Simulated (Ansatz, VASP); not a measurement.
One calculation of Se, two programs

Contents of INCAR:

```
PREC = Accurate
ENCUT = 520
EDIFF = 1E-8
ISMEAR = -1
SIGMA = 0.01
LREAL = F
LASPH = T
NELM = 100
ALGO = Normal
ISIF = 2
LWAVE = F
LCHARG = F
GGA = PE
LEFG = T
NBANDS = 27
```

File KPOINTS:

```
regular mesh
0
Gamma
  6 6 6
```

File POSCAR:

```
Se
1.0
    5.7186234740      3.3016488021      1.4861073048
   -5.7186234740      3.3016488021      1.4861073048
    0.0000000000     -6.6032976042      1.4861073048
Se
6
Direct
    0.2806600000      0.1625100000      0.9181800000
    0.9181800000      0.2806600000      0.1625100000
    0.1625100000      0.9181800000      0.2806600000
    0.7193400000      0.8374900000      0.0818200000
    0.0818200000      0.7193400000      0.8374900000
    0.8374900000      0.0818200000      0.7193400000
```

Input for Ansatz:

```yaml
crystal:
  lattice:
    - [5.718623474, 3.3016488021, 1.4861073048]
    - [-5.718623474, 3.3016488021, 1.4861073048]
    - [0.0, -6.6032976042, 1.4861073048]
  atoms:
    - { symbol: Se, position: [0.28066, 0.16251, 0.91818] }
    - { symbol: Se, position: [0.91818, 0.28066, 0.16251] }
    - { symbol: Se, position: [0.16251, 0.91818, 0.28066] }
    - { symbol: Se, position: [0.71934, 0.83749, 0.08182] }
    - { symbol: Se, position: [0.08182, 0.71934, 0.83749] }
    - { symbol: Se, position: [0.83749, 0.08182, 0.71934] }
kpoints:
  mp_grid: { grid: [6, 6, 6] }
scf:
  occupations: { method: fermi_dirac, width: 0.01 }
hamiltonian:
  xc: pbe
  pseudopotentials: { kind: all_electron, datasets: crystal }
output:
  forces: true
  stress: true
  eigenvalues: true
  efg: { contact_densities: true }
```

Change from the starting cell: volume scaled by 1.02, crystal datasets.

Alike in both runs: task electric field gradients; functional PBE; k mesh 6 × 6 × 6; occupations fermi-dirac, width 0.01 eV; no spin polarisation.

|  | VASP | Ansatz |
| --- | --- | --- |
| version | VASP 6.6.1 | Ansatz 0.2.0 |
| potentials or method | VASP PAW PBE potentials, release 64 (Se), cutoff 520 eV | all-electron PAW with datasets made for the crystal, scalar-relativistic |

VASP gave:

```
gap on the k mesh at the Fermi level (eV)                     : 1.16
pressure (GPa)                                                : 1.7
traceless stress, the component that is largest in VASP (GPa) : 0.11
rms of the force components (eV/Å)                            : 0.164
size of Vzz on the site where it differs most (V/Å²)          : 560.9
```

Task: Estimate Ansatz's values.

Result: gap on the k mesh at the Fermi level (eV): 1.17; pressure (GPa): 1.6; traceless stress, the component that is largest in VASP (GPa): 0.16; rms of the force components (eV/Å): 0.143; size of Vzz on the site where it differs most (V/Å²): 583.7.

Atom by atom the forces differ by 0.022 eV/Å (rms over components). Ansatz ran all-electron here, and VASP with PAW potentials.
